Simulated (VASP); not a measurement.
A run of VASP 6.6.1 is set up as follows.

The input INCAR:

```
SYSTEM = Al6N
ALGO = Normal ; DIPOL = 0.5 0.5 0.293
EDIFF = 1E-6 ; ENCUT = 520
GGA = PE ; IDIPOL = 3
ISIF = 2 ; ISMEAR = 0
LASPH = .True. ; LCHARG = .True.
LDIPOL = .True. ; LELF = .True.
LREAL = .False. ; LVACPOTAV = .True.
LVHAR = .True. ; LWAVE = .False.
NBANDS = 36 ; NELM = 80
PREC = Accurate ; SIGMA = 0.1
```

The input KPOINTS:

```
k-points
0
Gamma
  5 5 1
  0 0 0
```

File POSCAR:

```
Al6N
1.0
    5.7143028096      0.0000000000      0.0000000000
    0.0000000000      5.7143028096      0.0000000000
    0.0000000000      0.0000000000     22.1750227687
Al N
12 2
Direct
    0.2500000000      0.2500000000      0.1803831293
    0.2500000000      0.7500000000      0.1803831293
    0.7500000000      0.2500000000      0.1803831293
    0.7500000000      0.7500000000      0.1803831293
    0.0000000000      0.0000000000      0.2744094920
    0.0000000000      0.5000000000      0.2744094920
    0.5000000000      0.0000000000      0.2744094920
    0.5000000000      0.5000000000      0.2744094920
    0.2500000000      0.2500000000      0.3686590473
    0.2500000000      0.7500000000      0.3686590473
    0.7500000000      0.2500000000      0.3686590473
    0.7500000000      0.7500000000      0.3686590473
    0.2375007853      0.5000000000      0.4047356732
    0.7624992147      0.5000000000      0.4047356732
```

Potentials or basis: VASP PAW PBE potentials, release 64 (Al, N).

The run is started by

```sh
$ cat potpaw_PBE.64/Al/POTCAR potpaw_PBE.64/N/POTCAR > POTCAR
$ mpirun -np 1 vasp_std > vasp.out
```

Q: Predict the largest force.

A: 4.682 eV/Å.

Q: What does it give for the band gap on the k mesh?

A: Zero (bands 23 and 24 overlap by 0.68 eV).

Forces in eV/Å, atoms in the order of the input:
```
Al   0.011 -0.047 -0.001
Al   0.011  0.047 -0.001
Al  -0.011 -0.047 -0.001
Al  -0.011  0.047 -0.001
Al   0.000  0.000  0.230
Al   0.000  0.000 -0.416
Al   0.000  0.000  0.184
Al   0.000  0.000 -0.429
Al   0.234 -4.284 -1.874
Al   0.234  4.284 -1.874
Al  -0.234 -4.284 -1.874
Al  -0.234  4.284 -1.874
N   -0.218  0.000  3.967
N    0.218  0.000  3.967
```
